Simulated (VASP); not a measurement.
A run of VASP 6.6.1 is set up as follows.

Contents of INCAR:

```
SYSTEM = Ga3Sn
  PREC = Accurate
  ENCUT = 520
  EDIFF = 1E-6
  ISMEAR = -1
  SIGMA = 0.05
  LREAL = .FALSE.
  LASPH = .TRUE.
  NELM = 100
  ALGO = Normal
  ISIF = 2
  LWAVE = .FALSE.
  LCHARG = .FALSE.
  GGA = PS
  NBANDS = 34
```

File KPOINTS:

```
regular mesh
0
G
  5 5 5
  0 0 0
```

Contents of POSCAR:

```
Ga3Sn
1.0
    4.3752430000      0.0000000000      0.0000000000
    0.0000000000      4.3752430000      0.0000000000
    0.0000000000      0.0000000000      4.3752430000
Ga Sn
3 1
Direct
    0.0000000000      0.5000000000      0.5000000000
    0.4954288253      0.0000000000      0.5000000000
    0.5000000000      0.5000000000      0.0000000000
    0.0000000000      0.0000000000      0.0000000000
```

Potentials or basis: VASP PAW PBE potentials, release 64 (Ga_d, Sn_d).

Command:

```bash
$ cat potpaw_PBE.64/Ga_d/POTCAR potpaw_PBE.64/Sn_d/POTCAR > POTCAR
$ mpirun -np 1 vasp_std > vasp.out
```

Task: Predict the largest force.

Result: 0.025 eV/Å.

Task: What does it give for the pressure?

Result: -1.7 GPa.

Forces in eV/Å, atoms in the order of the input:
```
Ga  -0.006  0.000  0.000
Ga   0.025  0.000  0.000
Ga   0.002  0.000  0.000
Sn  -0.021  0.000  0.000
```

Caveat: the PAW data sets were made with another functional, which shifts forces and pressure a little.
